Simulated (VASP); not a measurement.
Input of a VASP 6.6.1 run:

File INCAR:

```
SYSTEM = Si
  PREC = Accurate
  ENCUT = 520
  EDIFF = 1E-7
  ISMEAR = 0
  SIGMA = 0.02
  LREAL = .False.
  LASPH = .True.
  NELM = 100
  ALGO = Normal
  ISIF = 2
  LWAVE = .False.
  LCHARG = .False.
  GGA = PS
  NBANDS = 11
```

The input KPOINTS:

```
Automatic mesh
0
Gamma
  12 12 12
  0 0 0
```

File POSCAR:

```
Si
1.0
    0.0000000000      2.7167528090      2.7167528090
    2.7167528090      0.0000000000      2.7167528090
    2.7167528090      2.7167528090      0.0000000000
Si
2
Direct
    0.5000000000      0.5000000000      0.5000000000
    0.7500000000      0.7500000000      0.7500000000
```

Potentials or basis: VASP PAW PBE potentials, release 64 (Si).

The run is started by

```console
$ cat potpaw_PBE.64/Si/POTCAR > POTCAR
$ mpirun -np 1 vasp_std > vasp.out
```

Question: Predict the pressure.

Answer: 0.1 GPa.

Question: Predict the band gap on the k mesh.

Answer: 0.46 eV, indirect (least direct gap 2.52 eV).

Caveat: the PAW data sets were made with another functional, which shifts forces and pressure a little. A k mesh can miss the band edges.
